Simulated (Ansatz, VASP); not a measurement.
# Two plane-wave programs on Ag2Sb

Contents of INCAR:

```
SYSTEM = Ag2Sb
PREC = Accurate
ENCUT = 600
EDIFF = 1E-6
ISMEAR = 0
SIGMA = 0.1
LREAL = .FALSE.
LASPH = .TRUE.
NELM = 100
ALGO = Fast
ISIF = 3
LWAVE = .FALSE.
LCHARG = .FALSE.
GGA = PE
IBRION = 2
NSW = 90
EDIFFG = -0.04
```

KPOINTS

```
Automatic mesh
0
G
  4 4 4
  0 0 0
```

POSCAR

```
Ag2Sb
1.0
    5.0849690828      0.0000000000      0.0000000000
    0.0000000000      6.2061655237      0.0000000000
    0.0000000000      0.0000000000      3.8743057423
Ag Sb
4 2
Direct
    0.2004000000      0.3787000000      0.0000000000
    0.7996000000      0.6213000000      0.0000000000
    0.7004000000      0.1213000000      0.5000000000
    0.2996000000      0.8787000000      0.5000000000
    0.0000000000      0.0000000000      0.0000000000
    0.5000000000      0.5000000000      0.5000000000
```

Input for Ansatz:

```yaml
crystal:
  lattice:
    - [5.0849690828, 0.0, 0.0]
    - [0.0, 6.2061655237, 0.0]
    - [0.0, 0.0, 3.8743057423]
  atoms:
    - { symbol: Ag, position: [0.2004, 0.3787, 0.0] }
    - { symbol: Ag, position: [0.7996, 0.6213, 0.0] }
    - { symbol: Ag, position: [0.7004, 0.1213, 0.5] }
    - { symbol: Ag, position: [0.2996, 0.8787, 0.5] }
    - { symbol: Sb, position: [0.0, 0.0, 0.0] }
    - { symbol: Sb, position: [0.5, 0.5, 0.5] }
basis:
  ecutwfc: 420
kpoints:
  mp_grid: { grid: [4, 4, 4] }
hamiltonian:
  xc: pbe
scf:
  occupations: { method: gaussian, width: 0.1 }
  lower_state_search: "off"
output:
  forces: true
  stress: true
  eigenvalues: true
relax:
  adjacent_minimum: "off"
  f_tol: 0.04
  max_steps: 70
  cell: { stress_tol: 0.4 }
```

Alike in both runs: task relaxation of cell and atoms; functional PBE; k mesh 4 × 4 × 4; occupations gaussian, width 0.1 eV; no spin polarisation.

```csv
,VASP,Ansatz
version,VASP 6.6.1,Ansatz 0.2.0
potentials or method,"VASP PAW PBE potentials, release 64 (Ag, Sb), cutoff 600 eV","scalar-relativistic, plane waves, PAW"
valence electrons in the cell,54,106
```

|  | VASP | Ansatz | Ansatz less VASP |
| --- | --- | --- | --- |
| gap on the k mesh at the Fermi level, each at its own relaxed structure (eV) | none | none | - |
| relaxed volume (Å³/atom) | 26.36 | 20.97 | -5.386 |
| relaxed length of the cell vector where the two differ most in proportion (Å) | 5.642 | 3.760 | -1.8817 |

A gap of «none» marks a metal or a gap that the smearing closes. One of these differences is far larger than is usual between the two programs; its cause wasn't traced. VASP's potentials hold 54 valence electrons a cell and Ansatz's 106, so a difference there can come from the potentials and not from the codes.

The k mesh is coarse, so the values compare programs but aren't converged. Spin-orbit coupling is off throughout. Noted on VASP's run: the volume moved by over 15 % at a fixed basis, so the end points are rough.
